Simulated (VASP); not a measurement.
# CaBi2 in VASP: notebook, part 2 of 2

VASP 6.6.1. Earlier steps stand in the parts before.

## (3) Single point, PBE

This run uses another cell than the first one, of 229.13 Å³/atom, 1.343 times its volume.

INCAR

```
ALGO     = Normal         # electronic algorithm
DIPOL    = 0.5 0.5 0.294
EDIFF    = 1E-7           # SCF threshold, eV
ENCUT    = 520            # plane-wave cutoff, eV
GGA      = PE             # functional
IDIPOL   = 3            
ISIF     = 2              # what is computed and relaxed
ISMEAR   = 0              # smearing method
LASPH    = T              # aspherical terms in the spheres
LCHARG   = F              # write CHGCAR
LDIPOL   = T            
LREAL    = F              # projectors in reciprocal space
LWAVE    = F              # write WAVECAR
NBANDS   = 27             # bands
NELM     = 100            # most SCF steps
PREC     = Accurate       # precision mode
SIGMA    = 0.1            # smearing width, eV
```

KPOINTS

```
k-points
0
Gamma
  3 3 1
```

POSCAR

```
CaBi2
1.0
    5.7749635083      0.0000000000      0.0000000000
   -2.8874817541      5.0012651041      0.0000000000
    0.0000000000      0.0000000000     23.8000000000
Ca Bi
1 2
Direct
    0.0000000000      0.0000000000      0.2941176471
    0.3333333333      0.6666666667      0.2941176471
    0.6666666667      0.3333333333      0.2941176471
```

Potentials or basis: VASP PAW PBE potentials, release 64 (Ca_sv, Bi_d).

Launch:

```
cat potpaw_PBE.64/Ca_sv/POTCAR potpaw_PBE.64/Bi_d/POTCAR > POTCAR
mpirun -np 1 vasp_std > vasp.out
```

OUTCAR:

```text
EDIFF = 1E-7
   ENCUT = 520
   GGA = PE
   ISIF = 2
   ISMEAR = 0
   LASPH = T
   LREAL = F
   NELM = 100
   PREC = Accurate

 ion  position               nearest neighbor table
   1  0.000  0.000  0.294-   2 3.33   3 3.33   2 3.33   3 3.33   3 3.33   2 3.33
   2  0.333  0.667  0.294-   1 3.33   3 3.33   3 3.33   1 3.33   1 3.33   3 3.33
   3  0.667  0.333  0.294-   1 3.33   2 3.33   2 3.33   1 3.33   1 3.33   2 3.33

  LATTYP: Found a hexagonal cell.
 ALAT       =     5.7749635083
 C/A-ratio  =     4.1212381629

  Lattice vectors:

 A1 = (   5.7749635083,   0.0000000000,   0.0000000000)
 A2 = (  -2.8874817541,   5.0012651041,   0.0000000000)
 A3 = (   0.0000000000,   0.0000000000,  23.8000000000)

Analysis of symmetry for initial positions (statically):
=====================================================================
 Subroutine PRICEL returns:
 Original cell was already a primitive cell.

 Routine SETGRP: Setting up the symmetry group for a
 hexagonal supercell.

 Subroutine GETGRP returns: Found 24 space group operations
 (whereof 12 operations were pure point group operations)
 out of a pool of 24 trial point group operations.

The static configuration has the point symmetry C_6v.
 The point group associated with its full space group is D_6h.

Analysis of symmetry for dynamics (positions and initial velocities):
=====================================================================
 Subroutine PRICEL returns:
 Original cell was already a primitive cell.

 Routine SETGRP: Setting up the symmetry group for a
 hexagonal supercell.

 Subroutine GETGRP returns: Found 24 space group operations
 (whereof 12 operations were pure point group operations)
 out of a pool of 24 trial point group operations.

The dynamic configuration has the point symmetry C_6v.
 The point group associated with its full space group is D_6h.

 Subroutine INISYM returns: Found 24 space group operations
 (whereof 12 operations are pure point group operations),
 and found     1 'primitive' translations

----------------------------------------------------------------------------------------

                                     Primitive cell

  volume of cell :     687.3945

  direct lattice vectors                    reciprocal lattice vectors
     5.774963508  0.000000000  0.000000000     0.173161267  0.099974704  0.000000000
    -2.887481754  5.001265104  0.000000000     0.000000000  0.199949409  0.000000000
     0.000000000  0.000000000 23.800000000     0.000000000  0.000000000  0.042016807

  length of vectors
     5.774963508  5.774963508 23.800000000     0.199949409  0.199949409  0.042016807

  position of ions in fractional coordinates (direct lattice)
     0.000000000  0.000000000  0.294117647
     0.333333333  0.666666667  0.294117647
     0.666666667  0.333333333  0.294117647

  ion indices of the primitive-cell ions
   primitive index   ion index
                 1           1
                 2           2
                 3           3

----------------------------------------------------------------------------------------

 KPOINTS: k-points

Automatic generation of k-mesh.
 Grid dimensions read from file:
 generate k-points for:    3    3    1

 Generating k-lattice:

  Cartesian coordinates                     Fractional coordinates (reciprocal lattice)
     0.057720422  0.033324901  0.000000000     0.333333333  0.000000000  0.000000000
     0.000000000  0.066649803  0.000000000     0.000000000  0.333333333  0.000000000
     0.000000000  0.000000000  0.042016807     0.000000000  0.000000000  1.000000000

  Length of vectors
     0.066649803  0.066649803  0.042016807

  Shift w.r.t. Gamma in fractional coordinates (k-lattice)
     0.000000000  0.000000000  0.000000000

 Subroutine IBZKPT returns following result:
 ===========================================

 Found      3 irreducible k-points:

 Following reciprocal coordinates:
            Coordinates               Weight
  0.000000  0.000000  0.000000      1.000000
  0.333333 -0.000000  0.000000      6.000000
  0.333333  0.333333  0.000000      2.000000
   k-points           NKPTS =      3   k-points in BZ     NKDIM =      3   number of bands    NBANDS=     27
   number of dos      NEDOS =    301   number of ions     NIONS =      3
   total plane-waves  NPLWV = 414720
   dimension x,y,z NGX =    48 NGY =   48 NGZ =  180
   dimension x,y,z NGXF=    96 NGYF=   96 NGZF=  360
   ions per type =               1   2
   NGX,Y,Z   is equivalent  to a cutoff of  13.82, 13.82, 12.57 a.u.
   NGXF,Y,Z  is equivalent  to a cutoff of  27.64, 27.64, 25.15 a.u.
 SYSTEM =  unknown system
   PREC   = accura    normal or accurate (medium, high low for compatibility)
   ISTART =      0    job   : 0-new  1-cont  2-samecut
   ICHARG =      2    charge: 1-file 2-atom 10-const
   ISPIN  =      1    spin polarized calculation?
   LNONCOLLINEAR =      F non collinear calculations
   LSORBIT =      F    spin-orbit coupling
   LASPH  =      T    aspherical Exc in radial PAW
   ENCUT  =  520.0 eV  38.22 Ry    6.18 a.u.  10.74 10.74 44.25*2*pi/ulx,y,z
   NELM   =    100;   NELMIN=  2; NELMDL= -5     # of ELM steps
   EDIFF  = 0.1E-06   stopping-criterion for ELM
   LREAL  =      F    real-space projection
   EDIFFG = 0.1E-05   stopping-criterion for IOM
   NSW    =      0    number of steps for IOM
   IBRION =     -1    ionic relax: 0-MD 1-quasi-New 2-CG
   NFREE  =      0    steps in history (QN), initial steepest desc. (CG)
   ISIF   =      2    stress and relaxation
   ISYM   =      2    0-nonsym 1-usesym 2-fastsym
   POTIM  = 0.5000    time-step for ionic-motion
   TEBEG  =    0.0;   TEEND  =   0.0 temperature during run
   PSTRESS=    0.0 pullay stress
   NELECT =      40.0000    total number of electrons
   NUPDOWN=      -1.0000    fix difference up-down
   EMIN   =  10.00;   EMAX   =-10.00  energy-range for DOS
   EFERMI =   0.00;   METHOD = LEGACY
   ISMEAR =     0;   SIGMA  =   0.10  broadening in eV -4-tet -1-fermi 0-gaus
   EFERMI_NEDOS =   21; number of points for ismear=-14 and -15
   IALGO  =     38    algorithm
   IMIX   =      4    mixing-type and parameters
     AMIX     =   0.40;   BMIX     =  1.00
     AMIX_MAG =   1.60;   BMIX_MAG =  1.00
  volume/ion in A,a.u.               =     229.13      1546.26
  Fermi-wavevector in a.u.,A,eV,Ry     =   0.634395  1.198832  5.475753  0.402456
  Thomas-Fermi vector in A             =   1.698375
   LORBIT       =      0    0 simple, 1 ext, 2 COOP (PROOUT), +10 PAW based schemes
   GGA     = PE    functional components
   LHFCALC =     F    Hartree Fock is set to
   AEXX    =    0.0000 exact exchange contribution
   IVDW    =     0    specifies the selected vdW correction
   LEPSILON=     F    determine dielectric tensor
   LRPA    =     F    only Hartree local field effects (RPA)
 non-spin polarized calculation
 Gauss-broadening in eV      SIGMA  =   0.10
  energy-cutoff  :      520.00
  volume of cell :      687.39
 maximum number of plane-waves:     18581
 NGX is ok and might be reduce to    48
   NGX = 21   NGY = 21   NGZ = 89

 dipolmoment           0.000000      0.000000     -0.000000 electrons x Angstroem

 number of electron      39.9999997 magnetization

 dipolmoment           0.000000      0.000000      0.000002 electrons x Angstroem

 Free energy of the ion-electron system (eV)
  ---------------------------------------------------
  ext. energy  EPLUGINS =         0.00000000
  ---------------------------------------------------
  free energy    TOTEN  =        -9.07845094 eV

  energy without entropy =       -9.00187537  energy(sigma->0) =       -9.04016316

 E-fermi :  -2.2991     XC(G=0):  -1.9278

 val. band max:       -3.1115174026   @ k =   0.3333   0.3333   0.0000
 cond. band min:      -2.2935787207   @ k =   0.3333  -0.0000   0.0000
 fundamental gap:      0.8179386819
 Fermi energy:        -2.2991421710

 k-point     1 :       0.0000    0.0000    0.0000
  band No.  band energies     occupation
      1     -44.6423      2.00000
      2     -25.7516      2.00000
      3     -25.6344      2.00000
      4     -25.6344      2.00000
      5     -24.9994      2.00000
      6     -24.9994      2.00000
[... 19 lines left out ...]
     26       0.5977      0.00000
     27       1.0345      0.00000

 k-point     2 :       0.3333   -0.0000    0.0000
  band No.  band energies     occupation
      1     -44.6422      2.00000
      2     -25.7525      2.00000
      3     -25.6265      2.00000
      4     -25.6262      2.00000
      5     -25.0170      2.00000
      6     -25.0115      2.00000
[... 19 lines left out ...]
     26       0.9937      0.00000
     27       1.3601      0.00000

 k-point     3 :       0.3333    0.3333    0.0000
  band No.  band energies     occupation
      1     -44.6422      2.00000
      2     -25.7530      2.00000
      3     -25.6183      2.00000
      4     -25.6183      2.00000
      5     -25.0574      2.00000
      6     -24.9971      2.00000
[... 19 lines left out ...]
     26       0.5237      0.00000
     27       0.5237      0.00000

------------------------ aborting loop because EDIFF is reached ----------------------------------------

 vacuum level on the upper side and lower side of the slab       (xc-potential included)        -0.005        -0.005

  FORCE on cell =-STRESS in cart. coord.  units (eV):
  Direction    XX          YY          ZZ          XY          YZ          ZX
  --------------------------------------------------------------------------------------
  -------------------------------------------------------------------------------------
  Total       -0.0941291     -0.0941291     -0.0391220     -0.0000000      0.0000000      0.0000000
  in kB       -0.2193958     -0.2193958     -0.0911855     -0.0000000      0.0000000      0.0000000
  external PRESSURE =      -0.1766590 kB  Pullay stress =       0.0000000 kB

 VOLUME and BASIS-vectors are now :
 -----------------------------------------------------------------------------
  energy-cutoff  :      520.00
  volume of cell :      687.39
      direct lattice vectors                 reciprocal lattice vectors
     5.774963508  0.000000000  0.000000000     0.173161267  0.099974704  0.000000000
    -2.887481754  5.001265104  0.000000000     0.000000000  0.199949409  0.000000000
     0.000000000  0.000000000 23.800000000     0.000000000  0.000000000  0.042016807

 POSITION                                       TOTAL-FORCE (eV/Angst)
 -----------------------------------------------------------------------------------
      0.00000      0.00000      7.00000         0.000000     -0.000000      0.000000
     -0.00000      3.33418      7.00000         0.000000      0.000000     -0.000000
      2.88748      1.66709      7.00000        -0.000000     -0.000000      0.000000
 -----------------------------------------------------------------------------------
    total drift:                               -0.000000     -0.000000      0.000154

  FREE ENERGIE OF THE ION-ELECTRON SYSTEM (eV)
  ---------------------------------------------------
  free  energy   TOTEN  =        -9.0784509376 eV

  energy  without entropy=       -9.0018753729  energy(sigma->0) =       -9.04016316

 vacuum level on the upper side and lower side of the slab         1.407         1.407
```

Wall time 97 s (1 thread of Intel Xeon 6975P-C (Granite Rapids), shared host); peak memory 0.78 GiB.

What came out:

* Free energy: -9.0785 eV
* Band gap on the k mesh: zero (band 20 reaches -2.20 eV, above the bottom of band 21 at -3.11 eV)

Caveat: the k points lie up to 0.42 Å⁻¹ apart; spin-orbit coupling is left out, which moves the levels of the heavy elements.
